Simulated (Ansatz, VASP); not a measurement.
## Two plane-wave programs on ZrB

The input INCAR:

```
ALGO = Normal
EDIFF = 1E-6
ENCUT = 520
GGA = CA
ISIF = 2
ISMEAR = 0
LASPH = True
LCHARG = False
LREAL = False
LWAVE = False
NBANDS = 14
NELM = 100
PREC = Accurate
SIGMA = 0.15
```

Contents of KPOINTS:

```
k-points
0
Gamma
  18 18 18
```

POSCAR

```
ZrB
1.0
    0.0000000000      2.4089726623      2.7197301357
    2.4089726623      0.0000000000      2.7197301357
    2.4089726623      2.4089726623      0.0000000000
Zr B
1 1
Direct
    0.0000000000      0.0000000000      0.0000000000
    0.5000000000      0.5000000000      0.5000000000
```

Input for Ansatz:

```yaml
crystal:
  lattice:
    - [0.0, 2.4089726623, 2.7197301357]
    - [2.4089726623, 0.0, 2.7197301357]
    - [2.4089726623, 2.4089726623, 0.0]
  atoms:
    - { symbol: Zr, position: [0.0, 0.0, 0.0] }
    - { symbol: B, position: [0.5, 0.5, 0.5] }
basis:
  ecutwfc: 520.0
kpoints:
  mp_grid: { grid: [18, 18, 18] }
hamiltonian:
  xc: lda
scf:
  occupations: { method: gaussian, width: 0.15 }
output:
  forces: true
  stress: true
  eigenvalues: true
```

Alike in both runs: task single point; functional LDA; k mesh 18 × 18 × 18; occupations gaussian, width 0.15 eV; no spin polarisation.

|  | VASP | Ansatz |
| --- | --- | --- |
| version | VASP 6.6.1 | Ansatz 0.2.0 |
| potentials or method | VASP PAW LDA potentials, release 64 (Zr_sv, B), cutoff 520 eV | scalar-relativistic, plane waves, PAW |
| valence electrons in the cell | 15 | 15 |

VASP gave:

| Property | Result |
| --- | --- |
| gap on the k mesh at the Fermi level (eV) | none |
| pressure (GPa) | -12.4 |
| traceless stress, the component that is largest in VASP (GPa) | -15.58 |

Problem. Which values does Ansatz return?

Solution. gap on the k mesh at the Fermi level (eV): none; pressure (GPa): -12.6; traceless stress, the component that is largest in VASP (GPa): -15.46.

LDA's correlation is that of Perdew and Zunger in VASP and of Perdew and Wang (1992) in Ansatz. A gap of «none» marks a metal or a gap that the smearing closes.
